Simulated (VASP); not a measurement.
A run of VASP 6.6.1:

The input INCAR:

```
SYSTEM = Bi
PREC     = Accurate       ! precision mode
ENCUT    = 520            ! plane-wave cutoff, eV
EDIFF    = 1E-7           ! SCF threshold, eV
ISMEAR   = -1             ! smearing method
SIGMA    = 0.05           ! smearing width, eV
LREAL    = .False.        ! projectors in reciprocal space
LASPH    = .True.         ! aspherical terms in the spheres
NELM     = 80             ! most SCF steps
ALGO     = Normal         ! electronic algorithm
ISIF     = 2              ! what is computed and relaxed
LWAVE    = .False.        ! write WAVECAR
LCHARG   = .False.        ! write CHGCAR
GGA      = PS             ! functional
IVDW     = 12             ! dispersion correction
NBANDS   = 22             ! bands
```

KPOINTS

```
Automatic mesh
0
Gamma
  7 7 7
  0 0 0
```

File POSCAR:

```
Bi
1.0
    2.2675000000      1.3091417354      3.9380000000
   -2.2675000000      1.3091417354      3.9380000000
    0.0000000000     -2.6182834708      3.9380000000
Bi
2
Direct
    0.7660000000      0.7660000000      0.7660000000
    0.2340000000      0.2340000000      0.2340000000
```

Potentials or basis: VASP PAW PBE potentials, release 64 (Bi_d).

The run is started by

```sh
$ cat potpaw_PBE.64/Bi_d/POTCAR > POTCAR
$ mpirun -np 1 vasp_std > vasp.out
```

Hardware: 1 thread of AMD EPYC 9R45 96-Core Processor (Zen 5), on a shared host.

Task: How long does it take, and how much memory?

Result: Run time: 37 s on 1 thread of AMD EPYC 9R45 96-Core Processor (Zen 5), on a shared host, peak memory 0.2 GiB. Counts: scf iterations 12, k points 44.
